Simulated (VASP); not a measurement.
Input of a VASP 6.6.1 run:

File POSCAR:

```
Pb
1.0
    3.1674999436      0.0000000000      0.0000000000
    0.0000000000      3.1674999436      0.0000000000
    0.0000000000      0.0000000000      3.1674999436
Pb
1
Direct
    0.0000000000      0.0000000000      0.0000000000
```

File INCAR.step1:

```
SYSTEM = Pb
ALGO     = Normal         ! electronic algorithm
EDIFF    = 1E-4           ! SCF threshold, eV
ENCUT    = 520            ! plane-wave cutoff, eV
GGA      = PE             ! functional
ISMEAR   = -1             ! smearing method
LASPH    = .TRUE.         ! aspherical terms in the spheres
LCHARG   = .FALSE.        ! write CHGCAR
LREAL    = .FALSE.        ! projectors in reciprocal space
LWAVE    = .TRUE.         ! write WAVECAR
NBANDS   = 13             ! bands
NELM     = 100            ! most SCF steps
PREC     = Accurate       ! precision mode
SIGMA    = 0.1            ! smearing width, eV
```

File INCAR.step2:

```
SYSTEM = Pb
ALGO     = Normal         ! electronic algorithm
EDIFF    = 1E-7           ! SCF threshold, eV
ENCUT    = 520            ! plane-wave cutoff, eV
ISIF     = 2              ! what is computed and relaxed
ISMEAR   = -1             ! smearing method
ISTART   = 1            
LASPH    = .TRUE.         ! aspherical terms in the spheres
LCHARG   = .TRUE.         ! write CHGCAR
LELF     = .TRUE.         ! ELF
LMIXTAU  = .TRUE.       
LREAL    = .FALSE.        ! projectors in reciprocal space
LVHAR    = .TRUE.       
LWAVE    = .FALSE.        ! write WAVECAR
METAGGA  = R2SCAN         ! meta-GGA
NBANDS   = 13             ! bands
NELM     = 100            ! most SCF steps
PREC     = Accurate       ! precision mode
SIGMA    = 0.1            ! smearing width, eV
```

The input KPOINTS:

```
k-points
0
G
  11 11 11
  0 0 0
```

Potentials or basis: VASP PAW PBE potentials, release 64 (Pb_d).

Launch:

```console
$ cat potpaw_PBE.64/Pb_d/POTCAR > POTCAR
$ cp INCAR.step1 INCAR
$ mpirun -np 1 vasp_std > vasp.out
$ cp INCAR.step2 INCAR
$ mpirun -np 1 vasp_std > vasp.out
```

Problem. What does it give for the band gap on the k mesh?

Solution. Zero (band 7 reaches 11.84 eV, above the bottom of band 8 at 4.54 eV).

Problem. Predict the pressure.

Solution. 2.1 GPa.

Caveat: the PAW data sets were made with another functional, which shifts forces and pressure a little; spin-orbit coupling is left out, which moves the levels of the heavy elements.
